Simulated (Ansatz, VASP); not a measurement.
## One calculation of HfC, two programs

```
Hf C
1.0
     0.00000    2.31714    2.31714
     2.31714    0.00000    2.31714
     2.31714    2.31714    0.00000
Hf C
1 1
Direct
  0.00000 0.00000 0.00000
  0.50000 0.50000 0.50000
```

Change from the starting cell: volume scaled by 1, crystal datasets.

Alike in both runs: task electric field gradients; functional PBE; k mesh 13 × 13 × 13; occupations fermi-dirac, width 0.05 eV; no spin polarisation.

```csv
,VASP,Ansatz
version,VASP 6.6.1,Ansatz 0.2.0
potentials or method,"VASP PAW PBE potentials, release 64 (Hf_pv, C), cutoff 520 eV","all-electron PAW with datasets made for the crystal, scalar-relativistic"
```

VASP gave:

```
pressure (GPa) : 2.0
```

What did Ansatz give for the same quantities?

Pressure (GPa): 2.7.

Ansatz ran all-electron here, and VASP with PAW potentials.

Neither program's run includes spin-orbit coupling.
